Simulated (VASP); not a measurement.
Runs of VASP 6.6.1 on SrTiO3. The structure is that of space group Pm-3m (No. 221), or close to it. The cells are those of the table. 

| level | cell | gap on the mesh (eV) | pressure (GPa) |
| --- | --- | --- | --- |
| PBE | a = 3.936 Å, 5 atoms | 1.81 | 0.7 |
| r2SCAN | a = 3.946 Å, 5 atoms | (a) | -4.4 |
| r2SCAN | a = 3.983 Å, 5 atoms | 2.14 | -8.9 |
| PBE | a = 3.897 Å, 5 atoms | (b) | 6.2 |
| PBE | a = 3.856 Å, 5 atoms | 1.92 | 12.8 |
| PBE | a = 3.907 Å, 5 atoms | 1.85 | 4.7 |
| r2SCAN | a = 3.907 Å, 5 atoms | 2.27 | (d) |
| PBE | a = 3.975 Å, 5 atoms | 1.75 | -4.1 |
| PBE | a = 4.014 Å, 5 atoms | 1.70 | -8.2 |
| r2SCAN | a = 3.827 Å, 5 atoms | 2.41 | (c) |
| r2SCAN | a = 3.867 Å, 5 atoms | 2.34 | 7.2 |

Alike in all rows: task single point; potentials or basis VASP PAW PBE potentials, release 64 (Sr_sv, Ti_sv, O); no spin polarisation; k mesh 6 × 6 × 6; cutoff (eV) 520; smearing gaussian 0.01 eV.

Problem. Fill in the values left out.

Solution. (a) 2.21; (b) 1.87; (c) 14.5; (d) 0.9.

Caveats: the PAW data sets were made with another functional, which shifts forces and pressure a little (at least some runs); the cell stands under pressure (at least some runs); the cell stands under tension (at least some runs).

A k mesh can miss the band edges, and the runs leave out spin-orbit coupling on Sr.
